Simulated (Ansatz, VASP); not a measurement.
Two plane-wave programs on FeO

INCAR

```
PREC     = Accurate       # precision mode
ENCUT    = 520            # plane-wave cutoff, eV
EDIFF    = 1E-7           # SCF threshold, eV
ISMEAR   = -1             # smearing method
SIGMA    = 0.05           # smearing width, eV
LREAL    = F              # projectors in reciprocal space
LASPH    = T              # aspherical terms in the spheres
NELM     = 150            # most SCF steps
ALGO     = Normal         # electronic algorithm
ISIF     = 2              # what is computed and relaxed
LWAVE    = F              # write WAVECAR
LCHARG   = F              # write CHGCAR
ISPIN    = 2              # spin polarisation
MAGMOM   = 0 0            # initial moments
LORBIT   = 11             # projections on sites
NUPDOWN  = 0.0            # fixed moment
LMAXMIX  = 4              # l up to which the mixer works
GGA      = PE             # functional
NBANDS   = 18             # bands
```

KPOINTS

```
Automatic mesh
0
Gamma
  10 10 10
```

The input POSCAR:

```
FeO
1.0
   -1.6021034130      1.6021034130      2.0833922500
    1.6021034130     -1.6021034130      2.0833922500
    1.6021034130      1.6021034130     -2.0833922500
Fe O
1 1
Direct
    0.0000000000      0.0000000000      0.0000000000
    0.5000000000      0.5000000000      0.0000000000
```

File input.yaml:

```yaml
crystal:
  lattice:
    - [-1.602103413, 1.602103413, 2.08339225]
    - [1.602103413, -1.602103413, 2.08339225]
    - [1.602103413, 1.602103413, -2.08339225]
  atoms:
    - { symbol: Fe, position: [0.0, 0.0, 0.0] }
    - { symbol: O, position: [0.5, 0.5, 0.0] }
hamiltonian:
  xc: pbe
  pseudopotentials: { kind: paw }
magnetization:
  spin_polarized: true
  initial_magnetization: 0.0
  spin_locking: { lock_magnetization: hard }
kpoints:
  mp_grid: { grid: [10, 10, 10] }
scf:
  occupations: { method: fermi_dirac, width: 0.05 }
  lower_state_search: "off"
output:
  forces: true
  stress: true
  eigenvalues: true
  write_density: true
  write_potential: true
  elf: true
  volumetric_format: npy
```

Alike in both runs: task single point; functional PBE; k mesh 10 × 10 × 10; occupations fermi-dirac, width 0.05 eV; collinear spin; fixed moment 0 μB.

```csv
,VASP,Ansatz
version,VASP 6.6.1,Ansatz 0.2.0
potentials or method,"VASP PAW PBE potentials, release 64 (Fe, O)",Ansatz PAW
plane-wave cutoff (eV),520,420
valence electrons in the cell,14,22
```

|  | VASP | Ansatz | Ansatz less VASP |
| --- | --- | --- | --- |
| net moment per atom (μB) | 0.00 | 0.00 | 0.000 |

With one functional, cell and mesh, what is left measures potentials, basis and numerics. VASP's potentials hold 14 valence electrons a cell and Ansatz's 22, so a difference there can come from the potentials and not from the codes.
